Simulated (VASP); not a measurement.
# Bi2Au in VASP: single point with r2SCAN

Aim: the single point of Bi2Au with r2SCAN.

Everything below comes from runs of VASP 6.6.1. Logs are shortened: lines on timing, memory, paths and dates and some standing lists are left out, and cuts for length are marked.

## 1. The cell of the first run

The cell holds a disordered packing, 6 atoms: a = 7.536 Å, b = 6.589 Å, c = 7.342 Å, α = 103.12°, β = 83.98°, γ = 88.25°.

## 2. Single point, r2SCAN

Contents of POSCAR:

```
Bi2Au
1.0
    7.5238820000     -0.3414200000     -0.2561190000
    0.4518630000      6.4554160000     -1.2423090000
    1.0017260000     -0.3737770000      7.2639520000
Au Bi
2 4
Direct
    0.9738010000      0.1841640000      0.8060690000
    0.8551150000      0.7409140000      0.0076340000
    0.4597480000      0.1327940000      0.9348540000
    0.3149880000      0.7042210000      0.2162020000
    0.7238800000      0.7388340000      0.5151860000
    0.0351330000      0.2362270000      0.3155630000
```

Contents of INCAR.step1:

```
ALGO = Normal
EDIFF = 1E-4
ENCUT = 520
GGA = PE
ISMEAR = -1
LASPH = T
LCHARG = F
LREAL = F
LWAVE = T
NBANDS = 50
NELM = 60
PREC = Accurate
SIGMA = 0.0953
```

Contents of INCAR.step2:

```
ALGO = Normal
EDIFF = 1E-7
ENCUT = 520
ISIF = 2
ISMEAR = -1
ISTART = 1
LASPH = T
LCHARG = T
LELF = T
LMIXTAU = T
LREAL = F
LVHAR = T
LWAVE = F
METAGGA = R2SCAN
NBANDS = 50
NELM = 60
PREC = Accurate
SIGMA = 0.0953
```

Contents of KPOINTS:

```
Automatic mesh
0
Gamma
  3 3 3
  0 0.5 0
```

Potentials or basis: VASP PAW PBE potentials, release 64 (Au, Bi_d).

Run with:

```
$ cat potpaw_PBE.64/Au/POTCAR potpaw_PBE.64/Bi_d/POTCAR > POTCAR
$ cp INCAR.step1 INCAR
$ mpirun -np 1 vasp_std > vasp.out
$ cp INCAR.step2 INCAR
$ mpirun -np 1 vasp_std > vasp.out
```

OUTCAR:

```text
EDIFF = 1E-7
   ENCUT = 520
   ISIF = 2
   ISMEAR = -1
   ISTART = 1
   LASPH = T
   LREAL = F
   METAGGA = R2SCAN
   NELM = 60
   PREC = Accurate

 ion  position               nearest neighbor table
   1  0.974  0.184  0.806-   6 3.68   6 3.76
   2  0.855  0.741  0.008-   5 3.76
   3  0.460  0.133  0.935-   5 3.87   4 3.92
   4  0.315  0.704  0.216-   6 3.92   3 3.92
   5  0.724  0.739  0.515-   2 3.76   3 3.87   6 3.90
   6  0.035  0.236  0.316-   1 3.68   1 3.76   5 3.90   4 3.92

  LATTYP: Found a triclinic cell.
 ALAT       =     8.6809814149
 B/A-ratio  =     0.7590591517
 C/A-ratio  =     0.8681020811
 COS(alpha) =     0.0304875884
 COS(beta)  =     0.1118620751
 COS(gamma) =     0.5670332793

  Lattice vectors:

 A1 = (  -1.4535890000,  -6.0816390000,  -6.0216430000)
 A2 = (  -0.4518630000,  -6.4554160000,   1.2423090000)
 A3 = (  -7.5238820000,   0.3414200000,   0.2561190000)

Analysis of symmetry for initial positions (statically):
=====================================================================
 Subroutine PRICEL returns:
 Original cell was already a primitive cell.

 Routine SETGRP: Setting up the symmetry group for a
 triclinic supercell.

 Subroutine GETGRP returns: Found  1 space group operations
 (whereof  1 operations were pure point group operations)
 out of a pool of  2 trial point group operations.

The static configuration has the point symmetry C_1 .

Analysis of symmetry for dynamics (positions and initial velocities):
=====================================================================
 Subroutine PRICEL returns:
 Original cell was already a primitive cell.

 Routine SETGRP: Setting up the symmetry group for a
 triclinic supercell.

 Subroutine GETGRP returns: Found  1 space group operations
 (whereof  1 operations were pure point group operations)
 out of a pool of  2 trial point group operations.

The dynamic configuration has the point symmetry C_1 .

 Subroutine INISYM returns: Found  1 space group operations
 (whereof  1 operations are pure point group operations),
 and found     1 'primitive' translations

----------------------------------------------------------------------------------------

                                     Primitive cell

  volume of cell :     352.5599

  direct lattice vectors                    reciprocal lattice vectors
     7.523882000 -0.341420000 -0.256119000     0.131686795 -0.012839702 -0.018820784
     0.451863000  6.455416000 -1.242309000     0.007305964  0.155745666  0.007006596
     1.001726000 -0.373777000  7.263952000     0.005892626  0.026183509  0.138200803

  length of vectors
     7.535978033  6.589378389  7.342217845     0.133643151  0.156074283  0.140782673

  position of ions in fractional coordinates (direct lattice)
     0.973801000  0.184164000  0.806069000
     0.855115000  0.740914000  0.007634000
     0.459748000  0.132794000  0.934854000
     0.314988000  0.704221000  0.216202000
     0.723880000  0.738834000  0.515186000
     0.035133000  0.236227000  0.315563000

  ion indices of the primitive-cell ions
   primitive index   ion index
                 1           1
                 2           2
                 3           3
                 4           4
                 5           5
                 6           6

----------------------------------------------------------------------------------------

 KPOINTS: Automatic mesh

Automatic generation of k-mesh.
 Grid dimensions read from file:
 generate k-points for:    3    3    3

 Generating k-lattice:

  Cartesian coordinates                     Fractional coordinates (reciprocal lattice)
     0.043895598 -0.004279901 -0.006273595     0.333333333  0.000000000 -0.000000000
     0.002435321  0.051915222  0.002335532    -0.000000000  0.333333333  0.000000000
     0.001964209  0.008727836  0.046066934     0.000000000  0.000000000  0.333333333

  Length of vectors
     0.044547717  0.052024761  0.046927558

  Shift w.r.t. Gamma in fractional coordinates (k-lattice)
     0.000000000  0.500000000  0.000000000

 Subroutine IBZKPT returns following result:
 ===========================================

 Found     14 irreducible k-points:

 Following reciprocal coordinates:
            Coordinates               Weight
 -0.000000  0.166667 -0.000000      2.000000
  0.333333  0.166667  0.000000      2.000000
 -0.333333  0.166667 -0.000000      2.000000
  0.000000  0.500000 -0.000000      1.000000
  0.333333  0.500000 -0.000000      2.000000
  0.000000  0.166667  0.333333      2.000000
  0.333333  0.166667  0.333333      2.000000
 -0.333333  0.166667  0.333333      2.000000
  0.000000  0.500000  0.333333      2.000000
  0.333333  0.500000  0.333333      2.000000
 -0.333333  0.500000  0.333333      2.000000
  0.000000 -0.166667  0.333333      2.000000
  0.333333 -0.166667  0.333333      2.000000
 -0.333333 -0.166667  0.333333      2.000000
   k-points           NKPTS =     14   k-points in BZ     NKDIM =     14   number of bands    NBANDS=     50
   number of dos      NEDOS =    301   number of ions     NIONS =      6
   total plane-waves  NPLWV = 156800
   dimension x,y,z NGX =    56 NGY =   50 NGZ =   56
   dimension x,y,z NGXF=   112 NGYF=  100 NGZF=  112
   ions per type =               2   4
   NGX,Y,Z   is equivalent  to a cutoff of  12.35, 12.61, 12.68 a.u.
   NGXF,Y,Z  is equivalent  to a cutoff of  24.71, 25.23, 25.36 a.u.
 SYSTEM =  unknown system
   PREC   = accura    normal or accurate (medium, high low for compatibility)
   ISTART =      1    job   : 0-new  1-cont  2-samecut
   ICHARG =      0    charge: 1-file 2-atom 10-const
   ISPIN  =      1    spin polarized calculation?
   LNONCOLLINEAR =      F non collinear calculations
   LSORBIT =      F    spin-orbit coupling
   LASPH  =      T    aspherical Exc in radial PAW
   ENCUT  =  520.0 eV  38.22 Ry    6.18 a.u.  14.01 12.25 13.65*2*pi/ulx,y,z
   NELM   =     60;   NELMIN=  2; NELMDL=  0     # of ELM steps
   EDIFF  = 0.1E-06   stopping-criterion for ELM
   LREAL  =      F    real-space projection
   EDIFFG = 0.1E-05   stopping-criterion for IOM
   NSW    =      0    number of steps for IOM
   IBRION =     -1    ionic relax: 0-MD 1-quasi-New 2-CG
   NFREE  =      0    steps in history (QN), initial steepest desc. (CG)
   ISIF   =      2    stress and relaxation
   ISYM   =      2    0-nonsym 1-usesym 2-fastsym
   POTIM  = 0.5000    time-step for ionic-motion
   TEBEG  =    0.0;   TEEND  =   0.0 temperature during run
   PSTRESS=    0.0 pullay stress
   NELECT =      82.0000    total number of electrons
   NUPDOWN=      -1.0000    fix difference up-down
   EMIN   =  10.00;   EMAX   =-10.00  energy-range for DOS
   EFERMI =   0.00;   METHOD = LEGACY
   ISMEAR =    -1;   SIGMA  =   0.10  broadening in eV -4-tet -1-fermi 0-gaus
   EFERMI_NEDOS =   21; number of points for ismear=-14 and -15
   IALGO  =     38    algorithm
   IMIX   =      4    mixing-type and parameters
     AMIX     =   0.40;   BMIX     =  1.00
     AMIX_MAG =   1.60;   BMIX_MAG =  1.00
  volume/ion in A,a.u.               =      58.76       396.53
  Fermi-wavevector in a.u.,A,eV,Ry     =   1.006781  1.902541 13.790982  1.013609
  Thomas-Fermi vector in A             =   2.139545
   LORBIT       =      0    0 simple, 1 ext, 2 COOP (PROOUT), +10 PAW based schemes
   METAGGA = R2SCAN    functional components
   LHFCALC =     F    Hartree Fock is set to
   AEXX    =    0.0000 exact exchange contribution
   IVDW    =     0    specifies the selected vdW correction
   LEPSILON=     F    determine dielectric tensor
   LRPA    =     F    only Hartree local field effects (RPA)
 non-spin polarized calculation
  energy-cutoff  :      520.00
  volume of cell :      352.56
 maximum number of plane-waves:      9507
   NGX = 27   NGY = 25   NGZ = 27

 number of electron      82.0000004 magnetization

 Free energy of the ion-electron system (eV)
  ---------------------------------------------------
  ext. energy  EPLUGINS =         0.00000000
  ---------------------------------------------------
  free energy    TOTEN  =      -326.18964128 eV

  energy without entropy =     -325.97531605  energy(sigma->0) =     -326.08247867

 E-fermi :   0.7072     XC(G=0):  -7.5092

 val. band max:        0.6921268771   @ k =   0.0000   0.5000  -0.0000
 cond. band min:       0.7395958821   @ k =  -0.3333   0.1667  -0.0000
 fundamental gap:      0.0474690050
 Fermi energy:         0.7072277652

 k-point     1 :      -0.0000    0.1667   -0.0000
  band No.  band energies     occupation
      1     -22.8979      2.00000
      2     -22.8962      2.00000
      3     -22.8798      2.00000
      4     -22.8763      2.00000
      5     -22.8607      2.00000
      6     -22.8589      2.00000
[... 42 lines left out ...]
     49       5.1145      0.00000
     50       5.3627      0.00000

 k-point     2 :       0.3333    0.1667    0.0000
  band No.  band energies     occupation
      1     -22.8979      2.00000
      2     -22.8962      2.00000
      3     -22.8798      2.00000
      4     -22.8763      2.00000
      5     -22.8609      2.00000
      6     -22.8588      2.00000
[... 42 lines left out ...]
     49       4.7186      0.00000
     50       5.3373      0.00000

 k-point     3 :      -0.3333    0.1667   -0.0000
  band No.  band energies     occupation
      1     -22.8979      2.00000
      2     -22.8962      2.00000
      3     -22.8798      2.00000
      4     -22.8763      2.00000
      5     -22.8611      2.00000
      6     -22.8589      2.00000
[... 42 lines left out ...]
     49       4.9549      0.00000
     50       5.2414      0.00000

 k-point     4 :       0.0000    0.5000   -0.0000
  band No.  band energies     occupation
      1     -22.8981      2.00000
      2     -22.8964      2.00000
      3     -22.8801      2.00000
      4     -22.8763      2.00000
      5     -22.8609      2.00000
      6     -22.8591      2.00000
[... 469 lines left out ...]
 k-point    13 :       0.3333   -0.1667    0.3333
  band No.  band energies     occupation
      1     -22.8979      2.00000
      2     -22.8961      2.00000
      3     -22.8798      2.00000
      4     -22.8763      2.00000
      5     -22.8608      2.00000
      6     -22.8588      2.00000
[... 42 lines left out ...]
     49       4.7533      0.00000
     50       5.1039      0.00000

 k-point    14 :      -0.3333   -0.1667    0.3333
  band No.  band energies     occupation
      1     -22.8979      2.00000
      2     -22.8961      2.00000
      3     -22.8798      2.00000
      4     -22.8762      2.00000
      5     -22.8611      2.00000
      6     -22.8588      2.00000
[... 42 lines left out ...]
     49       4.4350      0.00000
     50       5.5911      0.00000

------------------------ aborting loop because EDIFF is reached ----------------------------------------

  FORCE on cell =-STRESS in cart. coord.  units (eV):
  Direction    XX          YY          ZZ          XY          YZ          ZX
  --------------------------------------------------------------------------------------
  -------------------------------------------------------------------------------------
  Total      -14.7326089    -16.3128499    -16.5223420      1.0812465     -0.3835220     -0.0482455
  in kB      -66.9510370    -74.1323025    -75.0843205      4.9136289     -1.7428816     -0.2192475
  external PRESSURE =     -72.0558867 kB  Pullay stress =       0.0000000 kB

 VOLUME and BASIS-vectors are now :
 -----------------------------------------------------------------------------
  energy-cutoff  :      520.00
  volume of cell :      352.56
      direct lattice vectors                 reciprocal lattice vectors
     7.523882000 -0.341420000 -0.256119000     0.131686795 -0.012839702 -0.018820784
     0.451863000  6.455416000 -1.242309000     0.007305964  0.155745666  0.007006596
     1.001726000 -0.373777000  7.263952000     0.005892626  0.026183509  0.138200803

 POSITION                                       TOTAL-FORCE (eV/Angst)
 -----------------------------------------------------------------------------------
      8.21744      0.55509      5.37705         0.005136     -0.103322      0.116263
      6.77622      4.48810     -1.08400        -0.077103      0.300012      0.233622
      4.45556      0.35085      6.50801        -0.318998     -0.185388      0.431870
      2.90472      4.35768      0.61495         0.324617     -0.162224     -0.086695
      6.29631      4.32977      2.63903         0.003111      0.276081     -0.328984
      0.68719      1.39500      1.98977         0.063237     -0.125159     -0.366075
 -----------------------------------------------------------------------------------
    total drift:                               -0.001888     -0.000792      0.000686

  FREE ENERGIE OF THE ION-ELECTRON SYSTEM (eV)
  ---------------------------------------------------
  free  energy   TOTEN  =      -326.1896412825 eV

  energy  without entropy=     -325.9753160506  energy(sigma->0) =     -326.08247867
```

Wall time 7.7 min (1 thread of Intel Xeon Platinum 8559C (Emerald Rapids), shared host); peak memory 0.51 GiB.

What came out:

```yaml
Free_energy: -326.1896 eV
Pressure: -7.2 GPa
Largest_force: 0.568 eV/Å
Band_gap_on_the_k_mesh: zero (bands 41 and 42 overlap by 0.27 eV)
```

Forces on the atoms (eV/Å):
```
Au   0.005 -0.103  0.116
Au  -0.077  0.300  0.234
Bi  -0.319 -0.185  0.432
Bi   0.325 -0.162 -0.087
Bi   0.003  0.276 -0.329
Bi   0.063 -0.125 -0.366
```

Stress tensor (GPa, compression positive):
```
-6.70  0.49 -0.02
 0.49 -7.41 -0.17
-0.02 -0.17 -7.51
```

Levels at points of the mesh, in eV from the Fermi level:
| k point | band 37 | band 38 | band 39 | band 40 | band 41 | band 42 | band 43 | band 44 | band 45 | band 46 |
| --- | --- | --- | --- | --- | --- | --- | --- | --- | --- | --- |
| (0.00, 0.50, 0.00) | -1.50 | -0.98 | -0.66 | -0.60 | -0.38 | -0.02 | 0.15 | 0.44 | 0.95 | 1.12 |

Caveat: the PAW data sets were made with another functional, which shifts forces and pressure a little; spin-orbit coupling is left out, which moves the levels of the heavy elements.
